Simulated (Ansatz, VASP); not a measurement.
**Two plane-wave programs on Br**

```
CELL_PARAMETERS angstrom
0.00000 2.34393 2.34393
2.34393 0.00000 2.34393
2.34393 2.34393 0.00000
ATOMIC_POSITIONS crystal
Br 0.00000 0.00000 0.00000
```

Alike in both runs: task relaxation of cell and atoms; functional r2SCAN; k mesh 16 × 16 × 16; occupations gaussian, width 0.1 eV; no spin polarisation.

|  | VASP | Ansatz |
| --- | --- | --- |
| version | VASP 6.6.1 | Ansatz 0.2.0 |
| potentials or method | VASP PAW PBE potentials, release 64 (Br), cutoff 600 eV | scalar-relativistic, plane waves, PAW |
| valence electrons in the cell | 7 | 7 |

Ansatz gave:

| Property | Result |
| --- | --- |
| gap on the k mesh at the Fermi level, each at its own relaxed structure (eV) | none |
| relaxed volume (Å³/atom) | 25.98 |
| relaxed length of the cell vector where the two differ most in proportion (Å) | 3.324 |

Question: What did VASP give for the same quantities?

Answer: gap on the k mesh at the Fermi level, each at its own relaxed structure (eV): none; relaxed volume (Å³/atom): 25.92; relaxed length of the cell vector where the two differ most in proportion (Å): 3.322.

VASP's potentials were made for PBE, not for r2SCAN. A gap of «none» marks a metal or a gap that the smearing closes.
